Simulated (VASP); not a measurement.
Here is a VASP 6.6.1 calculation.

INCAR

```
SYSTEM = InP
  PREC = Accurate
  ENCUT = 600
  EDIFF = 1E-6
  ISMEAR = -1
  SIGMA = 0.05
  LREAL = .FALSE.
  LASPH = .TRUE.
  NELM = 60
  ALGO = Normal
  ISIF = 3
  LWAVE = .FALSE.
  LCHARG = .FALSE.
  GGA = PE
  IVDW = 12
  IBRION = 2
  NSW = 60
  EDIFFG = -0.01
```

Contents of KPOINTS:

```
regular mesh
0
G
  8 8 8
  0 0 0
```

File POSCAR:

```
InP
1.0
    0.0000000000      2.9305000000      2.9305000000
    2.9305000000      0.0000000000      2.9305000000
    2.9305000000      2.9305000000      0.0000000000
In P
1 1
Direct
    0.0000000000      0.0000000000      0.0000000000
    0.7500000000      0.7500000000      0.7500000000
```

Potentials or basis: VASP PAW PBE potentials, release 64 (In_d, P).

Run with:

```sh
$ cat potpaw_PBE.64/In_d/POTCAR potpaw_PBE.64/P/POTCAR > POTCAR
$ mpirun -np 1 vasp_std > vasp.out
```

Q: What does it give for the band gap on the k mesh?

A: 0.62 eV, direct.

Q: What does it give for the dispersion energy per atom?

A: -0.308 eV.

Step by step:
```
step  energy change (eV)  largest force (eV/Å)  pressure (GPa)  volume (Å³)
   1              0.0000                0.0000            1.09        50.33
   2             -0.0020                0.0000           -0.54        51.59
   3             -0.0028                0.0000            0.01        51.16
```

Caveat: spin-orbit coupling is left out, which moves the levels of the heavy elements. Zero-point motion and thermal expansion aren't in these numbers.
